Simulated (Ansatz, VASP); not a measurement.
# Two plane-wave programs on TaN

Contents of INCAR:

```
PREC = Accurate
ENCUT = 520
EDIFF = 1E-7
ISMEAR = -1
SIGMA = 0.05
LREAL = F
LASPH = T
NELM = 80
ALGO = Normal
ISIF = 2
LWAVE = F
LCHARG = T
GGA = B5
ALDAX = 1.0
AGGAX = 1.0
AGGAC = 1.0
ALDAC = 0.0
LELF = T
LVHAR = T
NBANDS = 15
```

The input KPOINTS:

```
regular mesh
0
Gamma
  10 10 10
```

Contents of POSCAR:

```
TaN
1.0
    0.0000000000      2.2113230000      2.2113230000
    2.2113230000      0.0000000000      2.2113230000
    2.2113230000      2.2113230000      0.0000000000
Ta N
1 1
Direct
    0.5000000000      0.5000000000      0.5000000000
    0.0000000000      0.0000000000      0.0000000000
```

File input.yaml:

```yaml
crystal:
  lattice:
    - [0.0, 2.211323, 2.211323]
    - [2.211323, 0.0, 2.211323]
    - [2.211323, 2.211323, 0.0]
  atoms:
    - { symbol: Ta, position: [0.5, 0.5, 0.5] }
    - { symbol: "N", position: [0.0, 0.0, 0.0] }
hamiltonian:
  xc: blyp
  pseudopotentials: { kind: paw }
kpoints:
  mp_grid: { grid: [10, 10, 10] }
  band_path:
    path:
      - [[0.0, 0.0, 0.0], [0.5, 0.0, 0.5], [0.5, 0.25, 0.75], [0.375, 0.375, 0.75], [0.0, 0.0, 0.0], [0.5, 0.5, 0.5], [0.625, 0.25, 0.625], [0.5, 0.25, 0.75], [0.5, 0.5, 0.5], [0.375, 0.375, 0.75]]
      - [[0.625, 0.25, 0.625], [0.5, 0.0, 0.5]]
    npoints: 14
scf:
  occupations: { method: fermi_dirac, width: 0.05 }
  n_extra_bands: 6
output:
  forces: true
  stress: true
  eigenvalues: true
  fatbands: false
```

Alike in both runs: functional BLYP; k mesh 10 × 10 × 10; occupations fermi-dirac, width 0.05 eV; no spin polarisation.

|  | VASP | Ansatz |
| --- | --- | --- |
| version | VASP 6.6.1 | Ansatz 0.2.0 |
| potentials or method | VASP PAW PBE potentials, release 64 (Ta_pv, N) | Ansatz PAW |
| plane-wave cutoff (eV) | 520 | 420 |
| valence electrons in the cell | 16 | 18 |
| task | single point | band structure |

```csv
,VASP,Ansatz,Ansatz less VASP
gap on the k mesh at the Fermi level (eV),none,none,-
pressure (GPa),12.3,10.3,-2.02
```

VASP's potentials were made for PBE, not for BLYP. A gap of «none» marks a metal or a gap that the smearing closes. With one functional, cell and mesh, what is left measures potentials, basis and numerics. VASP's potentials hold 16 valence electrons a cell and Ansatz's 18, so a difference there can come from the potentials and not from the codes.

Neither program's run includes spin-orbit coupling.
